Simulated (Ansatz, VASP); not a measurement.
Two plane-wave programs on SrCdCl4

```
Sr Cd Cl
1.0
     4.11914    0.00000    0.00000
    -2.05957    3.56728    0.00000
     0.00000    0.00000   11.40529
Sr Cd Cl
1 1 4
Direct
  0.00000 0.00000 0.00000
  0.00000 0.00000 0.50000
  0.33333 0.66667 0.86348
  0.66667 0.33333 0.13652
  0.33333 0.66667 0.38527
  0.66667 0.33333 0.61473
```

Alike in both runs: functional PBE; dispersion D3(BJ); k mesh 6 × 6 × 2; occupations gaussian, width 0.1 eV; no spin polarisation.

Ansatz relaxed the structure, and its values are those at the end. VASP's run is a single point on that final structure, the one shown.

|  | VASP | Ansatz |
| --- | --- | --- |
| version | VASP 6.6.1 | Ansatz 0.2.0 |
| potentials or method | VASP PAW PBE potentials, release 64 (Sr_sv, Cd, Cl), cutoff 520 eV | scalar-relativistic, plane waves, PAW |
| valence electrons in the cell | 50 | 58 |

|  | VASP | Ansatz | Ansatz less VASP |
| --- | --- | --- | --- |
| gap on the k mesh at the Fermi level (eV) | 3.36 | 3.37 | +0.007 |
| least direct gap on the mesh (eV) | 3.36 | 3.37 | +0.007 |
| pressure (GPa) | 0.1 | 0.0 | -0.13 |
| rms of the force components (eV/Å) | 0.010 | 0.009 | -0.0012 |

VASP's potentials hold 50 valence electrons a cell and Ansatz's 58, so a difference there can come from the potentials and not from the codes.
